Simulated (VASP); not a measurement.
# MgO (wurtzite type) (P6_3mc) in VASP: single point with PBE

Aim: the single point of MgO (wurtzite type) with PBE.

All numbers are computed with VASP 6.6.1; they aren't measurements. Logs are shortened: lines on timing, memory, paths and dates and some standing lists are left out, and cuts for length are marked.

## Step 1: The cell of the first run

Symmetry: P6_3mc, No. 186, hexagonal system. Conventional cell: a = 3.315 Å, b = 3.315 Å, c = 5.122 Å, α = 90.00°, β = 90.00°, γ = 120.00°. Mg (site symmetry 3m) has 4 O at 1.99 to 2.01 Å within 2.6 Å. O (site symmetry 3m) has 4 Mg at 1.99 to 2.01 Å within 2.6 Å.

## Step 2: Single point, PBE

Contents of INCAR:

```
SYSTEM = MgO
ALGO = Normal
EDIFF = 1E-7
ENCUT = 520
GGA = PE
ISIF = 2
ISMEAR = -1
LASPH = .TRUE.
LCHARG = .FALSE.
LREAL = .FALSE.
LWAVE = .FALSE.
NBANDS = 16
NELM = 100
PREC = Accurate
SIGMA = 0.08
```

Contents of KPOINTS:

```
k-points
0
G
  12 12 7
  0 0 0
```

Contents of POSCAR:

```
MgO
1.0
    3.3145833432      0.0000000000      0.0000000000
   -1.6572916716      2.8705133781      0.0000000000
    0.0000000000      0.0000000000      5.1218808383
Mg O
2 2
Direct
    0.3333333333      0.6666666667     -0.0079274831
    0.6666666667      0.3333333333      0.4920725169
    0.3333333333      0.6666666667      0.3839274831
    0.6666666667      0.3333333333      0.8839274831
```

Potentials or basis: VASP PAW PBE potentials, release 64 (Mg, O).

Started as:

```sh
$ cat potpaw_PBE.64/Mg/POTCAR potpaw_PBE.64/O/POTCAR > POTCAR
$ mpirun -np 1 vasp_std > vasp.out
```

OUTCAR:

```text
SYSTEM = MgO
   EDIFF = 1E-7
   ENCUT = 520
   GGA = PE
   ISIF = 2
   ISMEAR = -1
   LASPH = .TRUE.
   LREAL = .FALSE.
   NELM = 100
   PREC = Accurate

 ion  position               nearest neighbor table
   1  0.333  0.667  0.992-   4 1.99   4 1.99   4 1.99   3 2.01   2 3.20   2 3.20   2 3.20   2 3.20
                             2 3.20   2 3.20
   2  0.667  0.333  0.492-   3 1.99   3 1.99   3 1.99   4 2.01   1 3.20   1 3.20   1 3.20   1 3.20
                             1 3.20   1 3.20
   3  0.333  0.667  0.384-   2 1.99   2 1.99   2 1.99   1 2.01
   4  0.667  0.333  0.884-   1 1.99   1 1.99   1 1.99   2 2.01

  LATTYP: Found a hexagonal cell.
 ALAT       =     3.3145833432
 C/A-ratio  =     1.5452563137

  Lattice vectors:

 A1 = (   3.3145833432,   0.0000000000,   0.0000000000)
 A2 = (  -1.6572916716,   2.8705133781,   0.0000000000)
 A3 = (   0.0000000000,   0.0000000000,   5.1218808383)

Analysis of symmetry for initial positions (statically):
=====================================================================
 Subroutine PRICEL returns:
 Original cell was already a primitive cell.

 Routine SETGRP: Setting up the symmetry group for a
 hexagonal supercell.

 Subroutine GETGRP returns: Found 12 space group operations
 (whereof  6 operations were pure point group operations)
 out of a pool of 24 trial point group operations.

The static configuration has the point symmetry C_3v.
 The point group associated with its full space group is C_6v.

Analysis of symmetry for dynamics (positions and initial velocities):
=====================================================================
 Subroutine PRICEL returns:
 Original cell was already a primitive cell.

 Routine SETGRP: Setting up the symmetry group for a
 hexagonal supercell.

 Subroutine GETGRP returns: Found 12 space group operations
 (whereof  6 operations were pure point group operations)
 out of a pool of 24 trial point group operations.

The dynamic configuration has the point symmetry C_3v.
 The point group associated with its full space group is C_6v.

 Subroutine INISYM returns: Found 12 space group operations
 (whereof  6 operations are pure point group operations),
 and found     1 'primitive' translations

----------------------------------------------------------------------------------------

                                     Primitive cell

  volume of cell :      48.7324

  direct lattice vectors                    reciprocal lattice vectors
     3.314583343  0.000000000  0.000000000     0.301697045  0.174184870  0.000000000
    -1.657291672  2.870513378  0.000000000     0.000000000  0.348369740  0.000000000
     0.000000000  0.000000000  5.121880838     0.000000000  0.000000000  0.195240778

  length of vectors
     3.314583343  3.314583343  5.121880838     0.348369740  0.348369740  0.195240778

  position of ions in fractional coordinates (direct lattice)
     0.333333333  0.666666667  0.992072517
     0.666666667  0.333333333  0.492072517
     0.333333333  0.666666667  0.383927483
     0.666666667  0.333333333  0.883927483

  ion indices of the primitive-cell ions
   primitive index   ion index
                 1           1
                 2           2
                 3           3
                 4           4

----------------------------------------------------------------------------------------

 KPOINTS: k-points

Automatic generation of k-mesh.
 Grid dimensions read from file:
 generate k-points for:   12   12    7

 Generating k-lattice:

  Cartesian coordinates                     Fractional coordinates (reciprocal lattice)
     0.025141420  0.014515406  0.000000000     0.083333333  0.000000000  0.000000000
     0.000000000  0.029030812  0.000000000     0.000000000  0.083333333  0.000000000
     0.000000000  0.000000000  0.027891540     0.000000000  0.000000000  0.142857143

  Length of vectors
     0.029030812  0.029030812  0.027891540

  Shift w.r.t. Gamma in fractional coordinates (k-lattice)
     0.000000000  0.000000000  0.000000000

 Subroutine IBZKPT returns following result:
 ===========================================

 Found     76 irreducible k-points:

 Following reciprocal coordinates:
            Coordinates               Weight
  0.000000  0.000000  0.000000      1.000000
  0.083333  0.000000  0.000000      6.000000
  0.166667  0.000000  0.000000      6.000000
  0.250000  0.000000  0.000000      6.000000
  0.333333  0.000000  0.000000      6.000000
  0.416667  0.000000  0.000000      6.000000
[... 16 lines left out ...]
  0.250000  0.000000  0.142857     12.000000
  0.333333  0.000000  0.142857     12.000000
 [... further k-points ...]
   k-points           NKPTS =     76   k-points in BZ     NKDIM =     76   number of bands    NBANDS=     16
   number of dos      NEDOS =    301   number of ions     NIONS =      4
   total plane-waves  NPLWV =  31360
   dimension x,y,z NGX =    28 NGY =   28 NGZ =   40
   dimension x,y,z NGXF=    56 NGYF=   56 NGZF=   80
   ions per type =               2   2
   NGX,Y,Z   is equivalent  to a cutoff of  14.04, 14.04, 12.98 a.u.
   NGXF,Y,Z  is equivalent  to a cutoff of  28.09, 28.09, 25.97 a.u.
 SYSTEM =  MgO
   PREC   = accura    normal or accurate (medium, high low for compatibility)
   ISTART =      0    job   : 0-new  1-cont  2-samecut
   ICHARG =      2    charge: 1-file 2-atom 10-const
   ISPIN  =      1    spin polarized calculation?
   LNONCOLLINEAR =      F non collinear calculations
   LSORBIT =      F    spin-orbit coupling
   LASPH  =      T    aspherical Exc in radial PAW
   ENCUT  =  520.0 eV  38.22 Ry    6.18 a.u.   6.16  6.16  9.52*2*pi/ulx,y,z
   NELM   =    100;   NELMIN=  2; NELMDL= -5     # of ELM steps
   EDIFF  = 0.1E-06   stopping-criterion for ELM
   LREAL  =      F    real-space projection
   EDIFFG = 0.1E-05   stopping-criterion for IOM
   NSW    =      0    number of steps for IOM
   IBRION =     -1    ionic relax: 0-MD 1-quasi-New 2-CG
   NFREE  =      0    steps in history (QN), initial steepest desc. (CG)
   ISIF   =      2    stress and relaxation
   ISYM   =      2    0-nonsym 1-usesym 2-fastsym
   POTIM  = 0.5000    time-step for ionic-motion
   TEBEG  =    0.0;   TEEND  =   0.0 temperature during run
   PSTRESS=    0.0 pullay stress
   NELECT =      16.0000    total number of electrons
   NUPDOWN=      -1.0000    fix difference up-down
   EMIN   =  10.00;   EMAX   =-10.00  energy-range for DOS
   EFERMI =   0.00;   METHOD = LEGACY
   ISMEAR =    -1;   SIGMA  =   0.08  broadening in eV -4-tet -1-fermi 0-gaus
   EFERMI_NEDOS =   21; number of points for ismear=-14 and -15
   IALGO  =     38    algorithm
   IMIX   =      4    mixing-type and parameters
     AMIX     =   0.40;   BMIX     =  1.00
     AMIX_MAG =   1.60;   BMIX_MAG =  1.00
  volume/ion in A,a.u.               =      12.18        82.22
  Fermi-wavevector in a.u.,A,eV,Ry     =   1.129385  2.134229 17.354385  1.275511
  Thomas-Fermi vector in A             =   2.266079
   LORBIT       =      0    0 simple, 1 ext, 2 COOP (PROOUT), +10 PAW based schemes
   GGA     = PE    functional components
   LHFCALC =     F    Hartree Fock is set to
   AEXX    =    0.0000 exact exchange contribution
   IVDW    =     0    specifies the selected vdW correction
   LEPSILON=     F    determine dielectric tensor
   LRPA    =     F    only Hartree local field effects (RPA)
 non-spin polarized calculation
  energy-cutoff  :      520.00
  volume of cell :       48.73
 maximum number of plane-waves:      1339
 NGX is ok and might be reduce to    28
   NGX = 13   NGY = 13   NGZ = 19

 number of electron      15.9999998 magnetization

 Free energy of the ion-electron system (eV)
  ---------------------------------------------------
  ext. energy  EPLUGINS =         0.00000000
  ---------------------------------------------------
  free energy    TOTEN  =       -23.53496555 eV

  energy without entropy =      -23.53496555  energy(sigma->0) =      -23.53496555

 E-fermi :   2.5140     XC(G=0):  -9.6055

 val. band max:        0.8832119420   @ k =   0.0000   0.0000   0.0000
 cond. band min:       4.2776123846   @ k =   0.0000   0.0000   0.0000
 fundamental gap:      3.3944004426
 Fermi energy:         2.5140237026

 k-point     1 :       0.0000    0.0000    0.0000
  band No.  band energies     occupation
      1     -15.1901      2.00000
      2     -14.4704      2.00000
      3      -2.2482      2.00000
      4       0.2839      2.00000
      5       0.2839      2.00000
      6       0.5770      2.00000
[... 8 lines left out ...]
     15      17.2641      0.00000
     16      17.2641      0.00000

 k-point     2 :       0.0833    0.0000    0.0000
  band No.  band energies     occupation
      1     -15.1564      2.00000
      2     -14.4578      2.00000
      3      -2.1806      2.00000
      4       0.1133      2.00000
      5       0.2372      2.00000
      6       0.3423      2.00000
[... 8 lines left out ...]
     15      17.2951      0.00000
     16      17.4287      0.00000

 k-point     3 :       0.1667    0.0000    0.0000
  band No.  band energies     occupation
      1     -15.0623      2.00000
      2     -14.4252      2.00000
      3      -1.9845      2.00000
      4      -0.4047      2.00000
      5      -0.0744      2.00000
      6       0.1253      2.00000
[... 8 lines left out ...]
     15      16.2834      0.00000
     16      16.7049      0.00000

 k-point     4 :       0.2500    0.0000    0.0000
  band No.  band energies     occupation
      1     -14.9249      2.00000
      2     -14.3856      2.00000
      3      -1.6823      2.00000
      4      -1.0330      2.00000
      5      -0.4976      2.00000
      6      -0.0075      2.00000
[... 8 lines left out ...]
     15      15.6180      0.00000
     16      16.2114      0.00000
[... 324 lines left out ...]
 k-point    22 :       0.1667    0.0000    0.1429
  band No.  band energies     occupation
      1     -15.0323      2.00000
      2     -14.4583      2.00000
      3      -1.9168      2.00000
      4      -0.4320      2.00000
      5      -0.1118      2.00000
      6       0.1460      2.00000
[... 8 lines left out ...]
     15      16.3412      0.00000
     16      16.5750      0.00000

 k-point    23 :       0.2500    0.0000    0.1429
  band No.  band energies     occupation
      1     -14.8988      2.00000
      2     -14.4131      2.00000
      3      -1.6968      2.00000
      4      -1.0146      2.00000
      5      -0.4948      2.00000
      6       0.0176      2.00000
[... 8 lines left out ...]
     15      15.6157      0.00000
     16      16.2185      0.00000

 k-point    24 :       0.3333    0.0000    0.1429
  band No.  band energies     occupation
      1     -14.7508      2.00000
      2     -14.3778      2.00000
      3      -1.7130      2.00000
      4      -1.2821      2.00000
      5      -0.7604      2.00000
      6      -0.0984      2.00000
[... 8 lines left out ...]
     15      15.3276      0.00000
     16      16.3897      0.00000

 [... further k-points ...]

------------------------ aborting loop because EDIFF is reached ----------------------------------------

  FORCE on cell =-STRESS in cart. coord.  units (eV):
  Direction    XX          YY          ZZ          XY          YZ          ZX
  --------------------------------------------------------------------------------------
  -------------------------------------------------------------------------------------
  Total       -0.1242963     -0.1242963     -0.1206713     -0.0000000      0.0000000      0.0000000
  in kB       -4.0864922     -4.0864922     -3.9673155     -0.0000000      0.0000000      0.0000000
  external PRESSURE =      -4.0467667 kB  Pullay stress =       0.0000000 kB

 VOLUME and BASIS-vectors are now :
 -----------------------------------------------------------------------------
  energy-cutoff  :      520.00
  volume of cell :       48.73
      direct lattice vectors                 reciprocal lattice vectors
     3.314583343  0.000000000  0.000000000     0.301697045  0.174184870  0.000000000
    -1.657291672  2.870513378  0.000000000     0.000000000  0.348369740  0.000000000
     0.000000000  0.000000000  5.121880838     0.000000000  0.000000000  0.195240778

 POSITION                                       TOTAL-FORCE (eV/Angst)
 -----------------------------------------------------------------------------------
     -0.00000      1.91368      5.08128        -0.000000      0.000000      0.000398
      1.65729      0.95684      2.52034         0.000000     -0.000000      0.000398
     -0.00000      1.91368      1.96643         0.000000      0.000000     -0.000398
      1.65729      0.95684      4.52737        -0.000000     -0.000000     -0.000398
 -----------------------------------------------------------------------------------
    total drift:                               -0.000000     -0.000000     -0.001410

  FREE ENERGIE OF THE ION-ELECTRON SYSTEM (eV)
  ---------------------------------------------------
  free  energy   TOTEN  =       -23.5349655522 eV

  energy  without entropy=      -23.5349655521  energy(sigma->0) =      -23.53496555
```

It took 55 s on 1 thread of Intel Xeon Platinum 8259CL at 2.50GHz (Skylake/Cascade Lake), shared host; peak memory 0.21 GiB.

Results:

```
Free energy            : -23.5350 eV
Pressure               : -0.4 GPa
Band gap on the k mesh : 3.39 eV, direct
```

A k mesh can miss the band edges. As with any semilocal functional, this PBE gap is likely too small.
